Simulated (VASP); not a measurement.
SnSe, 2 atoms in the cell. It takes space group Fm-3m (No. 225, cubic). The conventional cell has a = 5.970 Å, b = 5.970 Å, c = 5.970 Å, α = 90.00°, β = 90.00°, γ = 90.00°. Within 3.9 Å of Sn (site symmetry m-3m) lie 6 Se at 2.98 Å. Se (site symmetry m-3m) has 6 Sn at 2.98 Å within 3.9 Å. 

- Program: VASP 6.6.1
- Task: single point
- Functional: PBE
- Potentials or basis: VASP PAW PBE potentials, release 64 (Sn_d, Se)
- Cutoff: 500 eV
- k mesh: 6 × 6 × 6
- Occupations: gaussian, width 0.01 eV
- Spin: no spin polarisation
- Dipole correction: no
- Further INCAR settings: ALGO = Normal; EDIFF = 1e-06; NBANDS = 17

Potentials or basis: VASP PAW PBE potentials, release 64 (Sn_d, Se).

The run is started by

```bash
$ cat potpaw_PBE.64/Sn_d/POTCAR potpaw_PBE.64/Se/POTCAR > POTCAR
$ mpirun -np 1 vasp_std > vasp.out
```

Hardware: 1 thread of Intel(R) Xeon(R) 6975P-C (Granite Rapids) (shared host).

Problem. Estimate the wall time of this run.

Solution. Run time: 9.2 s on 1 thread of Intel(R) Xeon(R) 6975P-C (Granite Rapids), with other jobs on the host, peak memory 0.17 GiB. Counts: scf iterations 12, k points 16.
